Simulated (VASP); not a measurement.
Wanted: the native input for a VASP 6.6.1 run.

```yaml
Task: single point
Functional: BLYP
Potentials_or_basis: VASP PAW PBE potentials, release 64 (Si, C)
Cutoff: 520 eV
k_mesh: 10 × 10 × 2
Occupations: fermi-dirac, width 0.05 eV
Spin: no spin polarisation
Dipole_correction: no
Further_INCAR_settings: ALGO = Normal; EDIFF = 1e-06; NBANDS = 36
```

The structure of SiC (Moissanite 6H) lies in POSCAR:

```
SiC
1.0
    3.1557016854      0.0000000000      0.0000000000
   -1.5778508427      2.7329178263      0.0000000000
    0.0000000000      0.0000000000     15.4675265161
Si C
6 6
Direct
    0.6666666667      0.3333333333      0.4583000000
    0.3333333333      0.6666666667      0.9583000000
    0.6666666667      0.3333333333      0.7917000000
    0.3333333333      0.6666666667      0.2917000000
    0.0000000000      0.0000000000      0.6250000000
    0.0000000000      0.0000000000      0.1250000000
    0.6666666667      0.3333333333      0.3333000000
    0.3333333333      0.6666666667      0.8333000000
    0.6666666667      0.3333333333      0.6667000000
    0.3333333333      0.6666666667      0.1667000000
    0.0000000000      0.0000000000      0.5000000000
    0.0000000000      0.0000000000      0.0000000000
```

The input as run:

INCAR

```
SYSTEM = SiC
PREC     = Accurate       ! precision mode
ENCUT    = 520            ! plane-wave cutoff, eV
EDIFF    = 1E-6           ! SCF threshold, eV
ISMEAR   = -1             ! smearing method
SIGMA    = 0.05           ! smearing width, eV
LREAL    = .False.        ! projectors in reciprocal space
LASPH    = .True.         ! aspherical terms in the spheres
NELM     = 60             ! most SCF steps
ALGO     = Normal         ! electronic algorithm
ISIF     = 2              ! what is computed and relaxed
LWAVE    = .False.        ! write WAVECAR
LCHARG   = .False.        ! write CHGCAR
GGA      = B5             ! functional
ALDAX    = 1.0          
AGGAX    = 1.0          
AGGAC    = 1.0          
ALDAC    = 0.0          
NBANDS   = 36             ! bands
```

KPOINTS

```
Automatic mesh
0
Gamma
  10 10 2
  0 0 0
```

Potentials or basis: VASP PAW PBE potentials, release 64 (Si, C).

Launch:

```bash
$ cat potpaw_PBE.64/Si/POTCAR potpaw_PBE.64/C/POTCAR > POTCAR
$ mpirun -np 1 vasp_std > vasp.out
```

It gave:

The pressure is -6.0 GPa and the largest force is 0.133 eV/Å. The band gap on the k mesh is 2.33 eV, indirect (least direct gap 3.40 eV).

Caveat: the PAW data sets were made with another functional, which shifts forces and pressure a little.

It took 91 s on 1 thread of Intel(R) Xeon(R) 6975P-C (Granite Rapids) (shared host), peak memory 0.29 GiB.
